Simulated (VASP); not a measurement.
## Al2Cu: single point with PBE

Crystal: Al2Cu.

```
Al Cu
1.0
    -2.14002    2.14002    3.03595
     2.14002   -2.14002    3.03595
     2.14002    2.14002   -3.03595
Al Cu
2 1
Direct
  0.75000 0.25000 0.50000
  0.25000 0.75000 0.50000
  0.50000 0.50000 0.00000
```

```yaml
Program: VASP 6.6.1
Task: single point
Functional: PBE
Potentials_or_basis: VASP PAW PBE potentials, release 64 (Al, Cu)
Cutoff: 520 eV
k_mesh: 14 × 14 × 14
Occupations: gaussian, width 0.15 eV
Spin: no spin polarisation
Dipole_correction: no
Further_INCAR_settings: ALGO = Fast; EDIFF = 1e-06; NBANDS = 16
```

```yaml
Pressure: -9.3 GPa
```

Stress tensor (GPa, compression positive):
```
-9.20  0.00  0.00
 0.00 -9.20  0.00
 0.00  0.00 -9.35
```

Levels at points of the mesh, in eV from the Fermi level:
```tsv
k point	band 7	band 8	band 9	band 10	band 11	band 12
(0.00, 0.00, 0.00)	2.45	2.45	2.48	2.70	2.88	2.90
(0.50, 0.00, 0.00)	-3.45	0.62	0.65	2.62	2.64	2.81
(0.50, 0.50, 0.00)	-3.30	-1.72	-1.70	-0.24	1.62	8.57
(0.50, 0.50, 0.50)	-3.31	-1.69	-1.69	-0.20	1.64	8.57
```

Run time: 3.6 min on 1 thread of AMD EPYC 9R45 (Zen 5), on a shared host, peak memory 0.31 GiB.
